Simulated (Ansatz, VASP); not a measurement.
# One calculation of ZrTa2N4, two programs

```
Zr Ta N
1.0
    10.70403    0.00000    0.00000
     0.00000    3.09014    0.00000
     0.00000    0.00000    5.19388
Zr Ta N
2 4 8
Direct
  0.50000 0.00000 0.00000
  0.00000 0.00000 0.00000
  0.75000 0.50000 0.82259
  0.25000 0.00000 0.64806
  0.25000 0.50000 0.17741
  0.75000 0.00000 0.35194
  0.63257 0.00000 0.67972
  0.36743 0.00000 0.32028
  0.36908 0.50000 0.83928
  0.63092 0.50000 0.16072
  0.86743 0.00000 0.67972
  0.13257 0.00000 0.32028
  0.86908 0.50000 0.16072
  0.13092 0.50000 0.83928
```

Alike in both runs: functional PBE; k mesh 4 × 10 × 6; occupations gaussian, width 0.1 eV; no spin polarisation.

Ansatz relaxed the structure, and its values are those at the end. VASP's run is a single point on that final structure, the one shown.

|  | VASP | Ansatz |
| --- | --- | --- |
| version | VASP 6.6.1 | Ansatz 0.2.0 |
| potentials or method | VASP PAW PBE potentials, release 64 (Zr_sv, Ta_pv, N), cutoff 520 eV | scalar-relativistic, plane waves, PAW |
| valence electrons in the cell | 108 | 116 |

```tsv
	VASP	Ansatz	Ansatz less VASP
gap on the k mesh at the Fermi level (eV)	none	none	-
pressure (GPa)	0.5	0.0	-0.51
rms of the force components (eV/Å)	0.020	0.001	-0.0187
```

A gap of «none» marks a metal or a gap that the smearing closes. VASP's potentials hold 108 valence electrons a cell and Ansatz's 116, so a difference there can come from the potentials and not from the codes.

Neither program's run includes spin-orbit coupling.
